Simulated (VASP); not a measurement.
AlNi:

```
CELL_PARAMETERS angstrom
2.88100 0.00000 0.00000
0.00000 2.88100 0.00000
0.00000 0.00000 2.88100
ATOMIC_POSITIONS crystal
Ni 0.50000 0.50000 0.50000
Al 0.00000 0.00000 0.00000
```

- Program: VASP 6.6.1
- Task: relaxation of cell and atoms
- Functional: PBEsol
- Potentials or basis: VASP PAW PBE potentials, release 64 (Ni, Al)
- Cutoff: 600 eV
- k mesh: 9 × 9 × 9
- Occupations: fermi-dirac, width 0.05 eV
- Spin: collinear spin, ferromagnetic start
- Starting moments: [1.0, 0.0] μB

At the start: pressure -3.2 GPa; volume 11.96 Å³/atom.

Question: Where does the relaxation end?

Answer: Over 3 steps the energy falls by 2.4 meV/atom and the volume is 11.72 Å³/atom (-2.0 %); space group Pm-3m (No. 221, to 0.1 Å) before and after; moment 0.00 μB per cell.

Step by step:
```tsv
step	energy change (eV)	largest force (eV/Å)	pressure (GPa)	volume (Å³)
1	0.0000	0.0000	-3.20	23.91
2	-0.0019	0.0000	2.76	23.09
3	-0.0048	0.0000	0.01	23.44
```

Final structure:
```
Ni Al
1.0
     2.86204    0.00000    0.00000
     0.00000    2.86204    0.00000
     0.00000    0.00000    2.86204
Ni Al
1 1
Cartesian
  1.4310 1.4310 1.4310
  0.0000 0.0000 0.0000
```

Caveat: the PAW data sets were made with another functional, which shifts forces and pressure a little.
